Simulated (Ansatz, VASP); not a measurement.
One calculation of Ca, two programs

```
Ca
1.0
     6.37799    0.00000    0.00000
    -3.18899    5.52350    0.00000
     0.00000    0.00000    3.81959
Ca
3
Direct
  0.00000 0.00000 0.00000
  0.33333 0.66667 0.50000
  0.66667 0.33333 0.50000
```

Alike in both runs: task single point; functional BLYP; k mesh 7 × 7 × 10; occupations fermi-dirac, width 0.1 eV; no spin polarisation.

```csv
,VASP,Ansatz
version,VASP 6.6.1,Ansatz 0.2.0
potentials or method,"VASP PAW PBE potentials, release 64 (Ca_sv), cutoff 520 eV","plane waves (420 eV) with PAW, scalar-relativistic"
valence electrons in the cell,30,30
```

|  | VASP | Ansatz | Ansatz less VASP |
| --- | --- | --- | --- |
| pressure (GPa) | -0.5 | -0.6 | -0.01 |
| traceless stress, the component that is largest in VASP (GPa) | 0.05 | 0.05 | +0.003 |

VASP's potentials were made for PBE, not for BLYP. The functional is the same, so the differences come from potentials, cutoffs and numerics.
